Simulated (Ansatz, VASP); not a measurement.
# One calculation of P3OsW, two programs

File INCAR:

```
SYSTEM = P3OsW
PREC = Accurate ; ENCUT = 600
EDIFF = 1E-6 ; ISMEAR = 0
SIGMA = 0.1 ; LREAL = .FALSE.
LASPH = .TRUE. ; NELM = 100
ALGO = Normal ; ISIF = 3
LWAVE = .FALSE. ; LCHARG = .FALSE.
GGA = PE ; IBRION = 2
NSW = 90 ; EDIFFG = -0.04
```

File KPOINTS:

```
regular mesh
0
G
  4 4 4
  0 0 0
```

Contents of POSCAR:

```
P3OsW
1.0
    4.0971405231      0.0000000000      0.0000000000
    0.0000000000      4.0971405231      0.0000000000
    0.0000000000      0.0000000000      4.1484831362
P Os W
3 1 1
Direct
    0.5000000000      0.5000000000      0.9750000000
    0.0000000000      0.5000000000      0.4850000000
    0.5000000000      0.0000000000      0.4850000000
    0.5000000000      0.5000000000      0.5150000000
    0.0000000000      0.0000000000      0.0000000000
```

Input for Ansatz:

```yaml
crystal:
  lattice:
    - [4.0971405231, 0.0, 0.0]
    - [0.0, 4.0971405231, 0.0]
    - [0.0, 0.0, 4.1484831362]
  atoms:
    - { symbol: P, position: [0.5, 0.5, 0.975] }
    - { symbol: P, position: [0.0, 0.5, 0.485] }
    - { symbol: P, position: [0.5, 0.0, 0.485] }
    - { symbol: Os, position: [0.5, 0.5, 0.515] }
    - { symbol: W, position: [0.0, 0.0, 0.0] }
basis:
  ecutwfc: 420
kpoints:
  mp_grid: { grid: [4, 4, 4] }
hamiltonian:
  xc: pbe
scf:
  occupations: { method: gaussian, width: 0.1 }
  lower_state_search: "off"
output:
  forces: true
  stress: true
  eigenvalues: true
relax:
  adjacent_minimum: "off"
  f_tol: 0.04
  max_steps: 70
  cell: { stress_tol: 0.4 }
```

Alike in both runs: task relaxation of cell and atoms; functional PBE; k mesh 4 × 4 × 4; occupations gaussian, width 0.1 eV; no spin polarisation.

|  | VASP | Ansatz |
| --- | --- | --- |
| version | VASP 6.6.1 | Ansatz 0.2.0 |
| potentials or method | VASP PAW PBE potentials, release 64 (P, Os, W_sv), cutoff 600 eV | scalar-relativistic, plane waves, PAW |
| valence electrons in the cell | 37 | 45 |

|  | VASP | Ansatz | Ansatz less VASP |
| --- | --- | --- | --- |
| gap on the k mesh at the Fermi level, each at its own relaxed structure (eV) | none | none | - |
| relaxed volume (Å³/atom) | 16.72 | 16.70 | -0.015 |
| relaxed length of the cell vector where the two differ most in proportion (Å) | 3.649 | 3.646 | -0.0033 |

A gap of «none» marks a metal or a gap that the smearing closes. VASP's potentials hold 37 valence electrons a cell and Ansatz's 45, so a difference there can come from the potentials and not from the codes.

The k mesh is coarse, so the values compare programs but aren't converged. Spin-orbit coupling is off throughout. Noted on VASP's run: the volume moved by over 15 % at a fixed basis, so the end points are rough.
